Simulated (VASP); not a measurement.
# BP (I-4m2) in VASP: a series of runs

Runs on BP. Level: r2SCAN. Tasks: single point.

Everything below comes from runs of VASP 6.6.1. Logs are shortened: lines on timing, memory, paths and dates and some standing lists are left out, and cuts for length are marked.

## Step 1: The cell of the first run

Symmetry: I-4m2, No. 119, tetragonal system. The conventional cell has a = 3.192 Å, b = 3.192 Å, c = 4.546 Å, α = 90.00°, β = 90.00°, γ = 90.00°. Within 2.6 Å of B (site symmetry -4m2) lie 4 P at 1.96 Å. Within 2.6 Å of P (site symmetry -4m2) lie 4 B at 1.96 Å.

## Step 2: Single point, r2SCAN (in-plane strain -0.005, then relaxed in part)

POSCAR

```
BP
1.0
    2.2569158570      2.2569158570      0.0000000000
   -2.2569158570      2.2569158570      0.0000000000
    0.0000000000      2.2569158570      2.2732448126
B P
1 1
Direct
    0.0000000000      0.0000000000      0.0000000000
    0.7500000000      0.2500000000      0.5000000000
```

INCAR.step1

```
SYSTEM = BP
ALGO = Normal
EDIFF = 1E-4
ENCUT = 520
GGA = PE
ISMEAR = 0
LASPH = .True.
LCHARG = .False.
LREAL = .False.
LWAVE = .True.
NBANDS = 11
NELM = 100
PREC = Accurate
SIGMA = 0.01
```

INCAR.step2

```
SYSTEM = BP
ALGO = Normal
EDIFF = 1E-7
ENCUT = 520
ISIF = 2
ISMEAR = 0
ISTART = 1
LASPH = .True.
LCHARG = .False.
LMIXTAU = .True.
LREAL = .False.
LWAVE = .False.
METAGGA = R2SCAN
NBANDS = 11
NELM = 100
PREC = Accurate
SIGMA = 0.01
```

KPOINTS

```
k-points
0
Gamma
  8 8 8
  0 0 0
```

Potentials or basis: VASP PAW PBE potentials, release 64 (B, P).

Command:

```console
cat potpaw_PBE.64/B/POTCAR potpaw_PBE.64/P/POTCAR > POTCAR
cp INCAR.step1 INCAR
mpirun -np 1 vasp_std > vasp.out
cp INCAR.step2 INCAR
mpirun -np 1 vasp_std > vasp.out
```

OUTCAR:

```text
SYSTEM = BP
   EDIFF = 1E-7
   ENCUT = 520
   ISIF = 2
   ISMEAR = 0
   ISTART = 1
   LASPH = .True.
   LREAL = .False.
   METAGGA = R2SCAN
   NELM = 100
   PREC = Accurate

 ion  position               nearest neighbor table
   1  0.000  0.000  0.000-   2 1.96   2 1.96   2 1.96   2 1.96
   2  0.750  0.250  0.500-   1 1.96   1 1.96   1 1.96   1 1.96

  LATTYP: Found a body centered tetragonal cell.
 ALAT       =     3.1917610141
 C/A-ratio  =     1.4244455036

  Lattice vectors:

 A1 = (   2.2569158570,   0.0000000000,  -2.2732448126)
 A2 = (  -2.2569158570,   0.0000000000,  -2.2732448126)
 A3 = (   0.0000000000,   2.2569158570,   2.2732448126)

Analysis of symmetry for initial positions (statically):
=====================================================================
 Subroutine PRICEL returns:
 Original cell was already a primitive cell.

 Routine SETGRP: Setting up the symmetry group for a
 body centered tetragonal supercell.

 Subroutine GETGRP returns: Found  8 space group operations
 (whereof  8 operations were pure point group operations)
 out of a pool of 16 trial point group operations.

The static configuration has the point symmetry D_2d.

Analysis of symmetry for dynamics (positions and initial velocities):
=====================================================================
 Subroutine PRICEL returns:
 Original cell was already a primitive cell.

 Routine SETGRP: Setting up the symmetry group for a
 body centered tetragonal supercell.

 Subroutine GETGRP returns: Found  8 space group operations
 (whereof  8 operations were pure point group operations)
 out of a pool of 16 trial point group operations.

The dynamic configuration has the point symmetry D_2d.

 Subroutine INISYM returns: Found  8 space group operations
 (whereof  8 operations are pure point group operations),
 and found     1 'primitive' translations

----------------------------------------------------------------------------------------

                                     Primitive cell

  volume of cell :      23.1583

  direct lattice vectors                    reciprocal lattice vectors
     2.256915857  2.256915857  0.000000000     0.221541268  0.221541268 -0.219949914
    -2.256915857  2.256915857  0.000000000    -0.221541268  0.221541268 -0.219949914
     0.000000000  2.256915857  2.273244813     0.000000000  0.000000000  0.439899827

  length of vectors
     3.191761014  3.191761014  3.203328139     0.382804168  0.382804168  0.439899827

  position of ions in fractional coordinates (direct lattice)
     0.000000000  0.000000000  0.000000000
     0.750000000  0.250000000  0.500000000

  ion indices of the primitive-cell ions
   primitive index   ion index
                 1           1
                 2           2

----------------------------------------------------------------------------------------

 KPOINTS: k-points

Automatic generation of k-mesh.
 Grid dimensions read from file:
 generate k-points for:    8    8    8

 Generating k-lattice:

  Cartesian coordinates                     Fractional coordinates (reciprocal lattice)
     0.027692658  0.027692658 -0.027493739     0.125000000  0.000000000  0.000000000
    -0.027692658  0.027692658 -0.027493739     0.000000000  0.125000000  0.000000000
     0.000000000  0.000000000  0.054987478     0.000000000  0.000000000  0.125000000

  Length of vectors
     0.047850521  0.047850521  0.054987478

  Shift w.r.t. Gamma in fractional coordinates (k-lattice)
     0.000000000  0.000000000  0.000000000

 Subroutine IBZKPT returns following result:
 ===========================================

 Found     59 irreducible k-points:

 Following reciprocal coordinates:
            Coordinates               Weight
  0.000000  0.000000  0.000000      1.000000
  0.125000  0.000000  0.000000      8.000000
  0.250000  0.000000  0.000000      8.000000
  0.375000  0.000000  0.000000      8.000000
  0.500000  0.000000  0.000000      4.000000
  0.125000  0.125000  0.000000      8.000000
[... 16 lines left out ...]
  0.250000  0.000000  0.125000      4.000000
  0.375000  0.000000  0.125000      8.000000
 [... further k-points ...]
   k-points           NKPTS =     59   k-points in BZ     NKDIM =     59   number of bands    NBANDS=     11
   number of dos      NEDOS =    301   number of ions     NIONS =      2
   total plane-waves  NPLWV =  13824
   dimension x,y,z NGX =    24 NGY =   24 NGZ =   24
   dimension x,y,z NGXF=    48 NGYF=   48 NGZF=   48
   ions per type =               1   1
   NGX,Y,Z   is equivalent  to a cutoff of  12.50, 12.50, 12.46 a.u.
   NGXF,Y,Z  is equivalent  to a cutoff of  25.00, 25.00, 24.91 a.u.
 SYSTEM =  BP
   PREC   = accura    normal or accurate (medium, high low for compatibility)
   ISTART =      1    job   : 0-new  1-cont  2-samecut
   ICHARG =      0    charge: 1-file 2-atom 10-const
   ISPIN  =      1    spin polarized calculation?
   LNONCOLLINEAR =      F non collinear calculations
   LSORBIT =      F    spin-orbit coupling
   LASPH  =      T    aspherical Exc in radial PAW
   ENCUT  =  520.0 eV  38.22 Ry    6.18 a.u.   5.93  5.93  5.96*2*pi/ulx,y,z
   NELM   =    100;   NELMIN=  2; NELMDL=  0     # of ELM steps
   EDIFF  = 0.1E-06   stopping-criterion for ELM
   LREAL  =      F    real-space projection
   EDIFFG = 0.1E-05   stopping-criterion for IOM
   NSW    =      0    number of steps for IOM
   IBRION =     -1    ionic relax: 0-MD 1-quasi-New 2-CG
   NFREE  =      0    steps in history (QN), initial steepest desc. (CG)
   ISIF   =      2    stress and relaxation
   ISYM   =      2    0-nonsym 1-usesym 2-fastsym
   POTIM  = 0.5000    time-step for ionic-motion
   TEBEG  =    0.0;   TEEND  =   0.0 temperature during run
   PSTRESS=    0.0 pullay stress
   NELECT =       8.0000    total number of electrons
   NUPDOWN=      -1.0000    fix difference up-down
   EMIN   =  10.00;   EMAX   =-10.00  energy-range for DOS
   EFERMI =   0.00;   METHOD = LEGACY
   ISMEAR =     0;   SIGMA  =   0.01  broadening in eV -4-tet -1-fermi 0-gaus
   EFERMI_NEDOS =   21; number of points for ismear=-14 and -15
   IALGO  =     38    algorithm
   IMIX   =      4    mixing-type and parameters
     AMIX     =   0.40;   BMIX     =  1.00
     AMIX_MAG =   1.60;   BMIX_MAG =  1.00
  volume/ion in A,a.u.               =      11.58        78.14
  Fermi-wavevector in a.u.,A,eV,Ry     =   1.148689  2.170708 17.952707  1.319487
  Thomas-Fermi vector in A             =   2.285363
   LORBIT       =      0    0 simple, 1 ext, 2 COOP (PROOUT), +10 PAW based schemes
   METAGGA = R2SCAN    functional components
   LHFCALC =     F    Hartree Fock is set to
   AEXX    =    0.0000 exact exchange contribution
   IVDW    =     0    specifies the selected vdW correction
   LEPSILON=     F    determine dielectric tensor
   LRPA    =     F    only Hartree local field effects (RPA)
 non-spin polarized calculation
 Gauss-broadening in eV      SIGMA  =   0.01
  energy-cutoff  :      520.00
  volume of cell :       23.16
 maximum number of plane-waves:       636
   NGX = 11   NGY = 11   NGZ = 11

 number of electron       8.0000000 magnetization

 Free energy of the ion-electron system (eV)
  ---------------------------------------------------
  ext. energy  EPLUGINS =         0.00000000
  ---------------------------------------------------
  free energy    TOTEN  =       -17.30847584 eV

  energy without entropy =      -17.30847584  energy(sigma->0) =      -17.30847584

 E-fermi :   7.5610     XC(G=0): -11.5405

 val. band max:        7.5205802355   @ k =   0.0000   0.0000   0.0000
 cond. band min:       8.9290693120   @ k =  -0.3750   0.3750   0.0000
 fundamental gap:      1.4084890765
 Fermi energy:         7.5610399032

 k-point     1 :       0.0000    0.0000    0.0000
  band No.  band energies     occupation
      1      -8.8460      2.00000
      2       7.4444      2.00000
      3       7.5206      2.00000
      4       7.5206      2.00000
      5      11.1342      0.00000
      6      11.1342      0.00000
      7      11.1784      0.00000
      8      15.6466      0.00000
      9      19.9655      0.00000
     10      20.0657      0.00000
     11      20.2663      0.00000

 k-point     2 :       0.1250    0.0000    0.0000
  band No.  band energies     occupation
      1      -8.5485      2.00000
      2       5.5333      2.00000
      3       7.0098      2.00000
      4       7.0683      2.00000
      5      11.7412      0.00000
      6      11.7725      0.00000
      7      11.8207      0.00000
      8      16.4537      0.00000
      9      19.1842      0.00000
     10      19.3363      0.00000
     11      20.8391      0.00000

 k-point     3 :       0.2500    0.0000    0.0000
  band No.  band energies     occupation
      1      -7.6755      2.00000
      2       2.3686      2.00000
      3       6.2650      2.00000
      4       6.3420      2.00000
      5      11.8903      0.00000
      6      12.5988      0.00000
      7      12.6142      0.00000
      8      17.9686      0.00000
      9      19.0047      0.00000
     10      19.0536      0.00000
     11      21.5062      0.00000

 k-point     4 :       0.3750    0.0000    0.0000
  band No.  band energies     occupation
      1      -6.3378      2.00000
      2      -0.5168      2.00000
      3       5.7472      2.00000
      4       5.8402      2.00000
      5      11.7483      0.00000
      6      12.6250      0.00000
      7      12.6820      0.00000
      8      18.5096      0.00000
      9      20.8172      0.00000
     10      20.8655      0.00000
     11      22.3658      0.00000
[... 239 lines left out ...]
 k-point    22 :       0.0000    0.0000    0.1250
  band No.  band energies     occupation
      1      -8.4526      2.00000
      2       6.1998      2.00000
      3       6.2731      2.00000
      4       6.2731      2.00000
      5      10.5638      0.00000
      6      12.8425      0.00000
      7      12.8425      0.00000
      8      15.7728      0.00000
      9      18.4012      0.00000
     10      20.6953      0.00000
     11      21.1926      0.00000

 k-point    23 :       0.2500    0.0000    0.1250
  band No.  band energies     occupation
      1      -8.0543      2.00000
      2       4.2589      2.00000
      3       5.0375      2.00000
      4       7.0639      2.00000
      5      11.9432      0.00000
      6      12.3681      0.00000
      7      12.9739      0.00000
      8      16.5958      0.00000
      9      17.8767      0.00000
     10      20.5023      0.00000
     11      22.0328      0.00000

 k-point    24 :       0.3750    0.0000    0.1250
  band No.  band energies     occupation
      1      -7.0083      2.00000
      2       1.4749      2.00000
      3       4.1848      2.00000
      4       6.3248      2.00000
      5      12.4338      0.00000
      6      12.8237      0.00000
      7      13.5514      0.00000
      8      17.1117      0.00000
      9      17.9522      0.00000
     10      21.7000      0.00000
     11      23.3252      0.00000

 [... further k-points ...]
[... 5 lines left out ...]
  --------------------------------------------------------------------------------------
  -------------------------------------------------------------------------------------
  Total        0.2247860      0.2247860     -0.0812955      0.0000000      0.0000000     -0.0000000
  in kB       15.5515251     15.5515251     -5.6243229      0.0000000      0.0000000     -0.0000000
  external PRESSURE =       8.4929091 kB  Pullay stress =       0.0000000 kB

 VOLUME and BASIS-vectors are now :
 -----------------------------------------------------------------------------
  energy-cutoff  :      520.00
  volume of cell :       23.16
      direct lattice vectors                 reciprocal lattice vectors
     2.256915857  2.256915857  0.000000000     0.221541268  0.221541268 -0.219949914
    -2.256915857  2.256915857  0.000000000    -0.221541268  0.221541268 -0.219949914
     0.000000000  2.256915857  2.273244813     0.000000000  0.000000000  0.439899827

 POSITION                                       TOTAL-FORCE (eV/Angst)
 -----------------------------------------------------------------------------------
      0.00000      0.00000      0.00000        -0.000000      0.000000      0.000000
      1.12846      3.38537      1.13662         0.000000     -0.000000      0.000000
 -----------------------------------------------------------------------------------
    total drift:                                0.000000      0.000000     -0.000000

  FREE ENERGIE OF THE ION-ELECTRON SYSTEM (eV)
  ---------------------------------------------------
  free  energy   TOTEN  =       -17.3084758439 eV

  energy  without entropy=      -17.3084758439  energy(sigma->0) =      -17.30847584
```

Wall time 18 s (1 thread of Intel Xeon 6975P-C (Granite Rapids), shared host); peak memory 0.14 GiB.

What came out:

* Free energy: -17.3085 eV
* Pressure: 0.8 GPa
* Band gap on the k mesh: 1.41 eV, indirect (least direct gap 3.61 eV)

Stress tensor (GPa, compression positive):
```
 1.56  0.00  0.00
 0.00  1.56  0.00
 0.00  0.00 -0.56
```

Caveat: the cell differs from its parent crystal (in-plane strain -0.005, then relaxed in part); the PAW data sets were made with another functional, which shifts forces and pressure a little. A k mesh can miss the band edges.

[end of part 1 of 3]
